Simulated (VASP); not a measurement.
# TePd3 (I4/mmm) in VASP: notebook

TePd3 is run at these levels: LDA; tasks: single point.

All numbers are computed with VASP 6.6.1; they aren't measurements. Logs are shortened: lines on timing, memory, paths and dates and some standing lists are left out, and cuts for length are marked.

### 1 The cell of the first run

The structure is tetragonal, space group I4/mmm (No. 139). Conventional cell: a = 4.597 Å, b = 4.597 Å, c = 6.535 Å, α = 90.00°, β = 90.00°, γ = 90.00°. Te (site symmetry 4/mmm) has 14 Pd at 2.82 to 3.27 Å within 3.7 Å. Within 3.7 Å of Pd (site symmetry -4m2) lie 4 Te at 2.82 Å and 10 Pd at 2.82 to 3.27 Å. Pd (site symmetry 4/mmm) has 8 Pd at 2.82 Å and 6 Te at 3.25 to 3.27 Å within 3.7 Å.

### 2 Single point, LDA

Input file INCAR:

```
PREC     = Accurate       # precision mode
ENCUT    = 520            # plane-wave cutoff, eV
EDIFF    = 1E-6           # SCF threshold, eV
ISMEAR   = 1              # smearing method
SIGMA    = 0.1            # smearing width, eV
LREAL    = False          # projectors in reciprocal space
LASPH    = True           # aspherical terms in the spheres
NELM     = 60             # most SCF steps
ALGO     = Normal         # electronic algorithm
ISIF     = 2              # what is computed and relaxed
LWAVE    = False          # write WAVECAR
LCHARG   = False          # write CHGCAR
NBANDS   = 26             # bands
```

Input file KPOINTS:

```
regular mesh
0
Gamma
  7 7 7
```

Input file POSCAR:

```
TePd3
1.0
   -2.2986810000      2.2986810000      3.2676990000
    2.2986810000     -2.2986810000      3.2676990000
    2.2986810000      2.2986810000     -3.2676990000
Te Pd
1 3
Direct
    0.0000000000      0.0000000000      0.0000000000
    0.7500000000      0.2500000000      0.5000000000
    0.2500000000      0.7500000000      0.5000000000
    0.5000000000      0.5000000000      0.0000000000
```

Potentials or basis: VASP PAW LDA potentials, release 64 (Te, Pd).

The run is started by

```sh
> cat potpaw_LDA.64/Te/POTCAR potpaw_LDA.64/Pd/POTCAR > POTCAR
> mpirun -np 1 vasp_std > vasp.out
```

OUTCAR:

```text
PREC = Accurate
   ENCUT = 520
   EDIFF = 1E-6
   ISMEAR = 1
   LREAL = False
   LASPH = True
   NELM = 60
   ISIF = 2

 ion  position               nearest neighbor table
   1  0.000  0.000  0.000-   2 2.82   3 2.82   2 2.82   3 2.82   2 2.82   3 2.82   2 2.82   3 2.82
                             4 3.25   4 3.25   4 3.25   4 3.25   4 3.27   4 3.27
   2  0.750  0.250  0.500-   4 2.82   1 2.82   1 2.82   4 2.82   1 2.82   4 2.82   4 2.82   1 2.82
                             3 3.25   3 3.25   3 3.25   3 3.25   3 3.27   3 3.27
   3  0.250  0.750  0.500-   1 2.82   4 2.82   1 2.82   4 2.82   1 2.82   4 2.82   1 2.82   4 2.82
                             2 3.25   2 3.25   2 3.25   2 3.25   2 3.27   2 3.27
   4  0.500  0.500  0.000-   3 2.82   2 2.82   2 2.82   3 2.82   2 2.82   3 2.82   3 2.82   2 2.82
                             1 3.25   1 3.25   1 3.25   1 3.25   1 3.27   1 3.27

  LATTYP: Found a body centered tetragonal cell.
 ALAT       =     4.5973620000
 C/A-ratio  =     1.4215539259

  Lattice vectors:

 A1 = (  -2.2986810000,   2.2986810000,   3.2676990000)
 A2 = (   2.2986810000,  -2.2986810000,   3.2676990000)
 A3 = (   2.2986810000,   2.2986810000,  -3.2676990000)

Analysis of symmetry for initial positions (statically):
=====================================================================
 Subroutine PRICEL returns:
 Original cell was already a primitive cell.

 Routine SETGRP: Setting up the symmetry group for a
 body centered tetragonal supercell.

 Subroutine GETGRP returns: Found 16 space group operations
 (whereof 16 operations were pure point group operations)
 out of a pool of 16 trial point group operations.

The static configuration has the point symmetry D_4h.

Analysis of symmetry for dynamics (positions and initial velocities):
=====================================================================
 Subroutine PRICEL returns:
 Original cell was already a primitive cell.

 Routine SETGRP: Setting up the symmetry group for a
 body centered tetragonal supercell.

 Subroutine GETGRP returns: Found 16 space group operations
 (whereof 16 operations were pure point group operations)
 out of a pool of 16 trial point group operations.

The dynamic configuration has the point symmetry D_4h.

 Subroutine INISYM returns: Found 16 space group operations
 (whereof 16 operations are pure point group operations),
 and found     1 'primitive' translations

----------------------------------------------------------------------------------------

                                     Primitive cell

  volume of cell :      69.0652

  direct lattice vectors                    reciprocal lattice vectors
    -2.298681000  2.298681000  3.267699000     0.000000000  0.217516045  0.153012869
     2.298681000 -2.298681000  3.267699000     0.217516045  0.000000000  0.153012869
     2.298681000  2.298681000 -3.267699000     0.217516045  0.217516045  0.000000000

  length of vectors
     4.609308564  4.609308564  4.609308564     0.265943919  0.265943919  0.307614141

  position of ions in fractional coordinates (direct lattice)
     0.000000000  0.000000000  0.000000000
     0.750000000  0.250000000  0.500000000
     0.250000000  0.750000000  0.500000000
     0.500000000  0.500000000  0.000000000

  ion indices of the primitive-cell ions
   primitive index   ion index
                 1           1
                 2           2
                 3           3
                 4           4

----------------------------------------------------------------------------------------

 KPOINTS: regular mesh

Automatic generation of k-mesh.
 Grid dimensions read from file:
 generate k-points for:    7    7    7

 Generating k-lattice:

  Cartesian coordinates                     Fractional coordinates (reciprocal lattice)
     0.000000000  0.031073721  0.021858981     0.142857143  0.000000000  0.000000000
     0.031073721  0.000000000  0.021858981     0.000000000  0.142857143  0.000000000
     0.031073721  0.031073721  0.000000000     0.000000000  0.000000000  0.142857143

  Length of vectors
     0.037991988  0.037991988  0.043944877

  Shift w.r.t. Gamma in fractional coordinates (k-lattice)
     0.000000000  0.000000000  0.000000000

 Subroutine IBZKPT returns following result:
 ===========================================

 Found     40 irreducible k-points:

 Following reciprocal coordinates:
            Coordinates               Weight
  0.000000  0.000000  0.000000      1.000000
  0.142857  0.000000  0.000000      8.000000
  0.285714  0.000000  0.000000      8.000000
  0.428571  0.000000 -0.000000      8.000000
  0.142857  0.142857  0.000000      8.000000
  0.285714  0.142857  0.000000     16.000000
[... 16 lines left out ...]
 -0.142857  0.285714  0.142857      8.000000
 -0.428571  0.428571  0.142857      8.000000
 [... further k-points ...]
   k-points           NKPTS =     40   k-points in BZ     NKDIM =     40   number of bands    NBANDS=     26
   number of dos      NEDOS =    301   number of ions     NIONS =      4
   total plane-waves  NPLWV =  46656
   dimension x,y,z NGX =    36 NGY =   36 NGZ =   36
   dimension x,y,z NGXF=    72 NGYF=   72 NGZF=   72
   ions per type =               1   3
   NGX,Y,Z   is equivalent  to a cutoff of  12.98, 12.98, 12.98 a.u.
   NGXF,Y,Z  is equivalent  to a cutoff of  25.97, 25.97, 25.97 a.u.
 SYSTEM =  unknown system
   PREC   = accura    normal or accurate (medium, high low for compatibility)
   ISTART =      0    job   : 0-new  1-cont  2-samecut
   ICHARG =      2    charge: 1-file 2-atom 10-const
   ISPIN  =      1    spin polarized calculation?
   LNONCOLLINEAR =      F non collinear calculations
   LSORBIT =      F    spin-orbit coupling
   LASPH  =      T    aspherical Exc in radial PAW
   ENCUT  =  520.0 eV  38.22 Ry    6.18 a.u.   8.57  8.57  8.57*2*pi/ulx,y,z
   NELM   =     60;   NELMIN=  2; NELMDL= -5     # of ELM steps
   EDIFF  = 0.1E-05   stopping-criterion for ELM
   LREAL  =      F    real-space projection
   EDIFFG = 0.1E-04   stopping-criterion for IOM
   NSW    =      0    number of steps for IOM
   IBRION =     -1    ionic relax: 0-MD 1-quasi-New 2-CG
   NFREE  =      0    steps in history (QN), initial steepest desc. (CG)
   ISIF   =      2    stress and relaxation
   ISYM   =      2    0-nonsym 1-usesym 2-fastsym
   POTIM  = 0.5000    time-step for ionic-motion
   TEBEG  =    0.0;   TEEND  =   0.0 temperature during run
   PSTRESS=    0.0 pullay stress
   NELECT =      36.0000    total number of electrons
   NUPDOWN=      -1.0000    fix difference up-down
   EMIN   =  10.00;   EMAX   =-10.00  energy-range for DOS
   EFERMI =   0.00;   METHOD = LEGACY
   ISMEAR =     1;   SIGMA  =   0.10  broadening in eV -4-tet -1-fermi 0-gaus
   EFERMI_NEDOS =   21; number of points for ismear=-14 and -15
   IALGO  =     38    algorithm
   IMIX   =      4    mixing-type and parameters
     AMIX     =   0.40;   BMIX     =  1.00
     AMIX_MAG =   1.60;   BMIX_MAG =  1.00
  volume/ion in A,a.u.               =      17.27       116.52
  Fermi-wavevector in a.u.,A,eV,Ry     =   1.317516  2.489744 23.617646  1.735848
  Thomas-Fermi vector in A             =   2.447551
   LORBIT       =      0    0 simple, 1 ext, 2 COOP (PROOUT), +10 PAW based schemes
   GGA     = CA    functional components
   LHFCALC =     F    Hartree Fock is set to
   AEXX    =    0.0000 exact exchange contribution
   IVDW    =     0    specifies the selected vdW correction
   LEPSILON=     F    determine dielectric tensor
   LRPA    =     F    only Hartree local field effects (RPA)
 non-spin polarized calculation
 Methfessel and Paxton  Order N= 1 SIGMA  =   0.10
  energy-cutoff  :      520.00
  volume of cell :       69.07
 maximum number of plane-waves:      1875
 NGX is ok and might be reduce to    36
   NGX = 17   NGY = 17   NGZ = 17

 number of electron      36.0000001 magnetization

 Free energy of the ion-electron system (eV)
  ---------------------------------------------------
  ext. energy  EPLUGINS =         0.00000000
  ---------------------------------------------------
  free energy    TOTEN  =       -24.03874849 eV

  energy without entropy =      -24.03747232  energy(sigma->0) =      -24.03832310

 E-fermi :   9.8762     XC(G=0): -12.5638

 val. band max:        9.8688022271   @ k =  -0.2857  -0.4286   0.2857
 cond. band min:       9.9265306405   @ k =   0.2857   0.2857   0.0000
 fundamental gap:      0.0577284133
 Fermi energy:         9.8762167367

 k-point     1 :       0.0000    0.0000    0.0000
  band No.  band energies     occupation
      1      -3.1548      2.00000
      2       4.5323      2.00000
      3       4.5351      2.00000
      4       4.5351      2.00000
      5       5.5249      2.00000
      6       5.5303      2.00000
[... 18 lines left out ...]
     25      17.0196      0.00000
     26      17.0697      0.00000

 k-point     2 :       0.1429    0.0000    0.0000
  band No.  band energies     occupation
      1      -3.0417      2.00000
      2       4.2398      2.00000
      3       4.5045      2.00000
      4       4.5061      2.00000
      5       5.7235      2.00000
      6       5.7285      2.00000
[... 18 lines left out ...]
     25      17.1409      0.00000
     26      17.1483      0.00000

 k-point     3 :       0.2857    0.0000    0.0000
  band No.  band energies     occupation
      1      -2.7686      2.00000
      2       3.7253      2.00000
      3       4.5022      2.00000
      4       4.5037      2.00000
      5       6.1163      2.00000
      6       6.1168      2.00000
[... 572 lines left out ...]
 k-point    23 :      -0.1429    0.2857    0.1429
  band No.  band energies     occupation
      1      -2.6164      2.00000
      2       3.5775      2.00000
      3       4.4621      2.00000
      4       4.6718      2.00000
      5       6.0223      2.00000
      6       6.2809      2.00000
[... 18 lines left out ...]
     25      17.7178      0.00000
     26      19.5419      0.00000

 k-point    24 :      -0.4286    0.4286    0.1429
  band No.  band energies     occupation
      1      -2.3860      2.00000
      2       3.5671      2.00000
      3       4.6469      2.00000
      4       5.1244      2.00000
      5       5.8415      2.00000
      6       6.2165      2.00000
[... 18 lines left out ...]
     25      19.1784      0.00000
     26      20.2378      0.00000

 [... further k-points ...]

------------------------ aborting loop because EDIFF is reached ----------------------------------------

  FORCE on cell =-STRESS in cart. coord.  units (eV):
  Direction    XX          YY          ZZ          XY          YZ          ZX
  --------------------------------------------------------------------------------------
  -------------------------------------------------------------------------------------
  Total       -4.9493684     -4.9493684     -4.9490827      0.0000000     -0.0000000      0.0000000
  in kB     -114.8156051   -114.8156051   -114.8089762      0.0000000     -0.0000000      0.0000000
  external PRESSURE =    -114.8133955 kB  Pullay stress =       0.0000000 kB

 VOLUME and BASIS-vectors are now :
 -----------------------------------------------------------------------------
  energy-cutoff  :      520.00
  volume of cell :       69.07
      direct lattice vectors                 reciprocal lattice vectors
    -2.298681000  2.298681000  3.267699000     0.000000000  0.217516045  0.153012869
     2.298681000 -2.298681000  3.267699000     0.217516045  0.000000000  0.153012869
     2.298681000  2.298681000 -3.267699000     0.217516045  0.217516045  0.000000000

 POSITION                                       TOTAL-FORCE (eV/Angst)
 -----------------------------------------------------------------------------------
      0.00000      0.00000      0.00000         0.000000     -0.000000     -0.000000
      0.00000      2.29868      1.63385        -0.000000      0.000000      0.000000
      2.29868      0.00000      1.63385         0.000000      0.000000      0.000000
      0.00000      0.00000      3.26770         0.000000     -0.000000     -0.000000
 -----------------------------------------------------------------------------------
    total drift:                               -0.000000      0.000000      0.000000

  FREE ENERGIE OF THE ION-ELECTRON SYSTEM (eV)
  ---------------------------------------------------
  free  energy   TOTEN  =       -24.0387484929 eV

  energy  without entropy=      -24.0374723192  energy(sigma->0) =      -24.03832310
```

Run time: 82 s. Hardware: 1 thread of Intel Xeon 8259CL, shared host; peak memory 0.21 GiB.

What came out:

| Item | Value |
| --- | --- |
| Free energy | -24.0387 eV |
| Pressure | -11.5 GPa |
| Band gap on the k mesh | zero (bands 18 and 19 overlap by 2.04 eV) |

Caveat: the cell stands under tension; spin-orbit coupling is left out, which moves the levels of the heavy elements.

### 3 Single point, LDA

This run uses another cell than the first one, of 17.61 Å³/atom.

Input file INCAR:

```
SYSTEM = TePd3
PREC = Accurate
ENCUT = 520
EDIFF = 1E-6
ISMEAR = 1
SIGMA = 0.1
LREAL = .FALSE.
LASPH = .TRUE.
NELM = 80
ALGO = Normal
ISIF = 2
LWAVE = .FALSE.
LCHARG = .FALSE.
NBANDS = 26
```

Input file KPOINTS:

```
Automatic mesh
0
G
  7 7 7
  0 0 0
```

Input file POSCAR:

```
TePd3
1.0
   -2.3139044966      2.3139044966      3.2893400214
    2.3139044966     -2.3139044966      3.2893400214
    2.3139044966      2.3139044966     -3.2893400214
Te Pd
1 3
Direct
    0.0000000000      0.0000000000      0.0000000000
    0.7500000000      0.2500000000      0.5000000000
    0.2500000000      0.7500000000      0.5000000000
    0.5000000000      0.5000000000      0.0000000000
```

Potentials or basis: VASP PAW LDA potentials, release 64 (Te, Pd).

The run is started by

```sh
> cat potpaw_LDA.64/Te/POTCAR potpaw_LDA.64/Pd/POTCAR > POTCAR
> mpirun -np 1 vasp_std > vasp.out
```

OUTCAR:

```text
SYSTEM = TePd3
   PREC = Accurate
   ENCUT = 520
   EDIFF = 1E-6
   ISMEAR = 1
   LREAL = .FALSE.
   LASPH = .TRUE.
   NELM = 80
   ISIF = 2

 ion  position               nearest neighbor table
   1  0.000  0.000  0.000-   2 2.84   3 2.84   2 2.84   3 2.84   2 2.84   3 2.84   2 2.84   3 2.84
                             4 3.27   4 3.27   4 3.27   4 3.27   4 3.29   4 3.29
   2  0.750  0.250  0.500-   4 2.84   1 2.84   1 2.84   4 2.84   1 2.84   4 2.84   4 2.84   1 2.84
                             3 3.27   3 3.27   3 3.27   3 3.27   3 3.29   3 3.29
   3  0.250  0.750  0.500-   1 2.84   4 2.84   1 2.84   4 2.84   1 2.84   4 2.84   1 2.84   4 2.84
                             2 3.27   2 3.27   2 3.27   2 3.27   2 3.29   2 3.29
   4  0.500  0.500  0.000-   3 2.84   2 2.84   2 2.84   3 2.84   2 2.84   3 2.84   3 2.84   2 2.84
                             1 3.27   1 3.27   1 3.27   1 3.27   1 3.29   1 3.29

  LATTYP: Found a body centered tetragonal cell.
 ALAT       =     4.6278089932
 C/A-ratio  =     1.4215539259

  Lattice vectors:

 A1 = (  -2.3139044966,   2.3139044966,   3.2893400214)
 A2 = (   2.3139044966,  -2.3139044966,   3.2893400214)
 A3 = (   2.3139044966,   2.3139044966,  -3.2893400214)

Analysis of symmetry for initial positions (statically):
[... 182 lines left out ...]
 Fermi energy:         9.5479052702

 k-point     1 :       0.0000    0.0000    0.0000
  band No.  band energies     occupation
      1      -3.3482      2.00000
      2       4.3463      2.00000
      3       4.3489      2.00000
      4       4.3489      2.00000
      5       5.3397      2.00000
      6       5.3448      2.00000
[... 685 lines left out ...]
     25      18.7629      0.00000
     26      19.8510      0.00000

 [... further k-points ...]

------------------------ aborting loop because EDIFF is reached ----------------------------------------

  FORCE on cell =-STRESS in cart. coord.  units (eV):
  Direction    XX          YY          ZZ          XY          YZ          ZX
  --------------------------------------------------------------------------------------
  -------------------------------------------------------------------------------------
  Total       -5.9767142     -5.9767142     -5.9808993      0.0000000     -0.0000000      0.0000000
  in kB     -135.9294164   -135.9294164   -136.0245984      0.0000000     -0.0000000      0.0000000
  external PRESSURE =    -135.9611437 kB  Pullay stress =       0.0000000 kB

 VOLUME and BASIS-vectors are now :
 -----------------------------------------------------------------------------
  energy-cutoff  :      520.00
  volume of cell :       70.45
      direct lattice vectors                 reciprocal lattice vectors
    -2.313904497  2.313904497  3.289340021     0.000000000  0.216084977  0.152006177
     2.313904497 -2.313904497  3.289340021     0.216084977  0.000000000  0.152006177
     2.313904497  2.313904497 -3.289340021     0.216084977  0.216084977  0.000000000

 POSITION                                       TOTAL-FORCE (eV/Angst)
 -----------------------------------------------------------------------------------
      0.00000      0.00000      0.00000         0.000000      0.000000     -0.000000
      0.00000      2.31390      1.64467        -0.000000     -0.000000      0.000000
      2.31390      0.00000      1.64467         0.000000      0.000000      0.000000
      0.00000      0.00000      3.28934         0.000000      0.000000     -0.000000
 -----------------------------------------------------------------------------------
    total drift:                               -0.000000      0.000000      0.000000

  FREE ENERGIE OF THE ION-ELECTRON SYSTEM (eV)
  ---------------------------------------------------
  free  energy   TOTEN  =       -23.9309097219 eV

  energy  without entropy=      -23.9297493557  energy(sigma->0) =      -23.93052293
```

stdout:

```text
POSCAR found type information on POSCAR TePd
 POSCAR found :  2 types and       4 ions
 scaLAPACK will be used
 LDA part: xc-table for (Slater(with rela. corr.)+CA(PZ))
 , standard interpolation
 POSCAR, INCAR and KPOINTS ok, starting setup
 FFT: planning ... GRIDC
 FFT: planning ... GRID_SOFT
 FFT: planning ... GRID
 WAVECAR not read
 entering main loop
```

Run time: 77 s. Hardware: 1 thread of Intel Xeon 8259CL, shared host; peak memory 0.21 GiB.

What came out:

```
Free energy            : -23.9309 eV
Pressure               : -13.6 GPa
Band gap on the k mesh : zero (bands 18 and 19 overlap by 1.98 eV)
```

Caveat: the cell stands under tension; spin-orbit coupling is left out, which moves the levels of the heavy elements.

### 4 Single point, LDA

This run uses another cell than the first one, of 17.96 Å³/atom.

Input file INCAR:

```
SYSTEM = TePd3
PREC = Accurate ; ENCUT = 520
EDIFF = 1E-7 ; ISMEAR = 1
SIGMA = 0.1 ; LREAL = .FALSE.
LASPH = .TRUE. ; NELM = 80
ALGO = Normal ; ISIF = 2
LWAVE = .FALSE. ; LCHARG = .FALSE.
NBANDS = 26
```

Input file KPOINTS:

```
regular mesh
0
G
  7 7 7
  0 0 0
```

Input file POSCAR:

```
TePd3
1.0
   -2.3289302715      2.3289302715      3.3106999707
    2.3289302715     -2.3289302715      3.3106999707
    2.3289302715      2.3289302715     -3.3106999707
Te Pd
1 3
Direct
    0.0000000000      0.0000000000      0.0000000000
    0.7500000000      0.2500000000      0.5000000000
    0.2500000000      0.7500000000      0.5000000000
    0.5000000000      0.5000000000      0.0000000000
```

The run is started by

```sh
> cat potpaw_LDA.64/Te/POTCAR potpaw_LDA.64/Pd/POTCAR > POTCAR
> mpirun -np 1 vasp_std > vasp.out
```

It took 78 s on 1 thread of Intel Xeon 8259CL, shared host; peak memory 0.21 GiB.

It converged, with:

- Free energy: -23.8060 eV
- Pressure: -15.4 GPa
- Band gap on the k mesh: zero (bands 18 and 19 overlap by 1.92 eV)

Levels at points of the mesh, in eV from the Fermi level:
```
           k point  band 16  band 17  band 18  band 19  band 20  band 21
(0.00, 0.00, 0.00)    -1.04    -1.02     0.99     1.02     1.02     4.91
```

Caveat: the cell stands under tension; spin-orbit coupling is left out, which moves the levels of the heavy elements.

(Continued in part 2 of 2.)
